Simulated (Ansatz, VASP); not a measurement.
TiPt3 in VASP and in Ansatz

```
Ti Pt
1.0
     3.89700   -0.03897   -0.03897
    -0.03897    3.89700   -0.03897
    -0.03897   -0.03897    3.89700
Ti Pt
1 3
Direct
  0.00000 0.00000 0.00000
  0.00000 0.50000 0.50000
  0.50000 0.00000 0.50000
  0.50000 0.50000 0.00000
```

Change from the starting cell: equal xy, yz and zx shear strains of -2 %, crystal datasets.

Alike in both runs: task electric field gradients; functional PBEsol; k mesh 9 × 9 × 9; occupations fermi-dirac, width 0.05 eV; no spin polarisation.

|  | VASP | Ansatz |
| --- | --- | --- |
| version | VASP 6.6.1 | Ansatz 0.2.0 |
| potentials or method | VASP PAW PBE potentials, release 64 (Ti_sv, Pt), cutoff 520 eV | all-electron PAW with datasets made for the crystal, scalar-relativistic |

Ansatz gave:

```
pressure (GPa)                                                : 0.9
traceless stress, the component that is largest in VASP (GPa) : 3.05
size of Vzz on the site where it differs most (V/Å²)          : 85.3
```

Which values does VASP return?

Pressure (GPa): 0.6; traceless stress, the component that is largest in VASP (GPa): 3.04; size of Vzz on the site where it differs most (V/Å²): 83.5.

VASP's potentials were made for PBE, not for PBEsol. Ansatz ran all-electron here, and VASP with PAW potentials.

Spin-orbit coupling is off throughout.
